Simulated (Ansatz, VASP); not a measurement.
# Two plane-wave programs on SnO2

POSCAR

```
SnO2
1.0
    4.7605761345      0.0000000000      0.0000000000
    0.0000000000      4.7605761345      0.0000000000
    0.0000000000      0.0000000000      3.2000777189
Sn O
2 4
Direct
    0.0000000000      0.0000000000      0.0000000000
    0.5000000000      0.5000000000      0.5000000000
    0.3058781044      0.3058781044      0.0000000000
    0.1941218956      0.8058781044      0.5000000000
    0.8058781044      0.1941218956      0.5000000000
    0.6941218956      0.6941218956      0.0000000000
```

INCAR.step1

```
SYSTEM = SnO2
  PREC = Accurate
  ENCUT = 520
  ISMEAR = 0
  SIGMA = 0.01
  LREAL = .False.
  LASPH = .True.
  NELM = 60
  NBANDS = 35
  GGA = PE
  ALGO = Normal
  EDIFF = 1E-4
  LWAVE = .True.
  LCHARG = .False.
```

The input INCAR.step2:

```
SYSTEM = SnO2
  PREC = Accurate
  ENCUT = 520
  EDIFF = 1E-7
  ISMEAR = 0
  SIGMA = 0.01
  LREAL = .False.
  LASPH = .True.
  NELM = 60
  ALGO = Normal
  ISIF = 2
  LWAVE = .False.
  LCHARG = .False.
  METAGGA = R2SCAN
  LMIXTAU = .True.
  NBANDS = 35
  ISTART = 1
```

Contents of KPOINTS:

```
regular mesh
0
Gamma
  6 6 8
  0 0 0
```

Input for Ansatz:

```yaml
crystal:
  lattice:
    - [4.7605761345, 0.0, 0.0]
    - [0.0, 4.7605761345, 0.0]
    - [0.0, 0.0, 3.2000777189]
  atoms:
    - { symbol: Sn, position: [0.0, 0.0, 0.0] }
    - { symbol: Sn, position: [0.5, 0.5, 0.5] }
    - { symbol: O, position: [0.3058781044, 0.3058781044, 0.0] }
    - { symbol: O, position: [0.1941218956, 0.8058781044, 0.5] }
    - { symbol: O, position: [0.8058781044, 0.1941218956, 0.5] }
    - { symbol: O, position: [0.6941218956, 0.6941218956, 0.0] }
kpoints:
  mp_grid: { grid: [6, 6, 8] }
  band_path:
    path:
      - [0.0, 0.0, 0.0]
      - [0.0, 0.5, 0.0]
      - [0.5, 0.5, 0.0]
      - [0.0, 0.0, 0.5]
      - [0.0, 0.5, 0.5]
      - [0.5, 0.5, 0.5]
    npoints: 1
hamiltonian:
  xc: r2scan
scf:
  occupations: { method: fixed }
  n_extra_bands: 5
output:
  forces: true
  stress: true
  eigenvalues: true
```

Alike in both runs: task single point; functional r2SCAN; k mesh 6 × 6 × 8; no spin polarisation.

```csv
,VASP,Ansatz
version,VASP 6.6.1,Ansatz 0.2.0
potentials or method,"VASP PAW PBE potentials, release 64 (Sn_d, O)","plane waves, PAW"
plane-wave cutoff (eV),520,500
occupations,"gaussian, width 0.01 eV",fixed
valence electrons in the cell,52,52
```

VASP gave:

```
gap on the k mesh at the Fermi level (eV)                     : 1.79
pressure (GPa)                                                : 1.1
traceless stress, the component that is largest in VASP (GPa) : 0.39
rms of the force components (eV/Å)                            : 0.011
```

**Question.** What did Ansatz give for the same quantities?

**Answer.** gap on the k mesh at the Fermi level (eV): 1.77; pressure (GPa): 0.0; traceless stress, the component that is largest in VASP (GPa): 0.05; rms of the force components (eV/Å): 0.002.

VASP's potentials were made for PBE, not for r2SCAN. Atom by atom the forces differ by 0.013 eV/Å (rms over components).
